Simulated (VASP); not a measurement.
Here is a VASP 6.6.1 calculation.

The input INCAR:

```
SYSTEM = Yb
AGGAC = 1.0 ; AGGAX = 1.0
ALDAC = 0.0 ; ALDAX = 1.0
ALGO = Normal ; EDIFF = 1E-6
ENCUT = 520 ; GGA = B5
ISIF = 2 ; ISMEAR = -1
LASPH = .True. ; LCHARG = .True.
LELF = .True. ; LREAL = .False.
LVHAR = .True. ; LWAVE = .False.
NBANDS = 31 ; NELM = 80
PREC = Accurate ; SIGMA = 0.1
```

The input KPOINTS:

```
k-points
0
Gamma
  7 7 7
  0 0 0
```

POSCAR

```
Yb
1.0
    0.0000000000      4.6209997208      4.6209997208
    4.6209997208      0.0000000000      4.6209997208
    4.6209997208      4.6209997208      0.0000000000
Yb
2
Direct
    0.1250000000      0.1250000000      0.1250000000
    0.8750000000      0.8750000000      0.8750000000
```

Potentials or basis: VASP PAW PBE potentials, release 64 (Yb).

Run with:

```console
$ cat potpaw_PBE.64/Yb/POTCAR > POTCAR
$ mpirun -np 1 vasp_std > vasp.out
```

(1) What does it give for the band gap on the k mesh?

(2) Predict the pressure.

Answers

(1) zero (bands 24 and 25 overlap by 0.67 eV).

(2) 0.0 GPa.

Caveat: the PAW data sets were made with another functional, which shifts forces and pressure a little; spin-orbit coupling is left out, which moves the levels of the heavy elements.
